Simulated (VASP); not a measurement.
A run of VASP 6.6.1:

The input INCAR:

```
PREC     = Accurate       # precision mode
ENCUT    = 520            # plane-wave cutoff, eV
EDIFF    = 1E-6           # SCF threshold, eV
ISMEAR   = 1              # smearing method
SIGMA    = 0.1            # smearing width, eV
LREAL    = F              # projectors in reciprocal space
LASPH    = T              # aspherical terms in the spheres
NELM     = 60             # most SCF steps
ALGO     = Normal         # electronic algorithm
ISIF     = 2              # what is computed and relaxed
LWAVE    = F              # write WAVECAR
LCHARG   = F              # write CHGCAR
GGA      = PS             # functional
NBANDS   = 10             # bands
```

KPOINTS

```
regular mesh
0
Gamma
  6 6 6
```

The input POSCAR:

```
Li
1.0
    3.4280858536      0.0000000000      0.0000000000
    0.0000000000      3.4280858536      0.0000000000
    0.0000000000      0.0000000000      3.4280858536
Li
2
Direct
    0.0000000000      0.0000000000      0.0000000000
    0.5000000000      0.5000000000      0.5000000000
```

Potentials or basis: VASP PAW PBE potentials, release 64 (Li_sv).

The run is started by

```console
$ cat potpaw_PBE.64/Li_sv/POTCAR > POTCAR
$ mpirun -np 1 vasp_std > vasp.out
```

Hardware: 1 thread of AMD EPYC 7R13 Processor (Zen 3), on a shared host.

Task: How long does it take, and how much memory?

Result: Run time: 7.5 s on 1 thread of AMD EPYC 7R13 Processor (Zen 3), with other jobs on the host, peak memory 0.11 GiB. Counts: scf iterations 9, k points 20.
